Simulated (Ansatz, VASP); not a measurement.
Pt in VASP and in Ansatz

```xyz
1
Lattice="-1.5853 1.5853 1.5853 1.5853 -1.5853 1.5853 1.5853 1.5853 -1.5853" Properties=species:S:1:pos:R:3 pbc="T T T"
Pt    0.0000    0.0000    0.0000
```

Alike in both runs: functional PBE; k mesh 8 × 8 × 8; occupations gaussian, width 0.1 eV; no spin polarisation.

Ansatz relaxed the structure, and its values are those at the end. VASP's run is a single point on that final structure, the one shown.

|  | VASP | Ansatz |
| --- | --- | --- |
| version | VASP 6.6.1 | Ansatz 0.2.0 |
| potentials or method | VASP PAW PBE potentials, release 64 (Pt), cutoff 500 eV | scalar-relativistic, plane waves, PAW |
| valence electrons in the cell | 10 | 18 |

|  | VASP | Ansatz | Ansatz less VASP |
| --- | --- | --- | --- |
| gap on the k mesh at the Fermi level (eV) | none | none | - |
| pressure (GPa) | -0.5 | -0.1 | +0.42 |

A gap of «none» marks a metal or a gap that the smearing closes. VASP's potentials hold 10 valence electrons a cell and Ansatz's 18, so a difference there can come from the potentials and not from the codes.

Spin-orbit coupling is off throughout.
